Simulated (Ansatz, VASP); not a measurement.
**Hg: VASP beside Ansatz**

```xyz
1
Lattice="0.0000 2.4241 2.4241 2.4241 0.0000 2.4241 2.4241 2.4241 0.0000" Properties=species:S:1:pos:R:3 pbc="T T T"
Hg    0.0000    0.0000    0.0000
```

Alike in both runs: functional r2SCAN; k mesh 10 × 10 × 10; occupations gaussian, width 0.02 eV; no spin polarisation.

Ansatz relaxed the structure, and its values are those at the end. VASP's run is a single point on that final structure, the one shown.

```csv
,VASP,Ansatz
version,VASP 6.6.1,Ansatz 0.2.0
potentials or method,"VASP PAW PBE potentials, release 64 (Hg), cutoff 520 eV","scalar-relativistic, plane waves, PAW"
valence electrons in the cell,12,20
```

Ansatz gave:

| Quantity | Value |
| --- | --- |
| gap on the k mesh at the Fermi level (eV) | none |
| pressure (GPa) | 0.0 |

Problem. What did VASP give for the same quantities?

Solution. gap on the k mesh at the Fermi level (eV): none; pressure (GPa): 0.1.

VASP's potentials were made for PBE, not for r2SCAN. A gap of «none» marks a metal or a gap that the smearing closes. VASP's potentials hold 12 valence electrons a cell and Ansatz's 20, so a difference there can come from the potentials and not from the codes.

Neither program's run includes spin-orbit coupling.
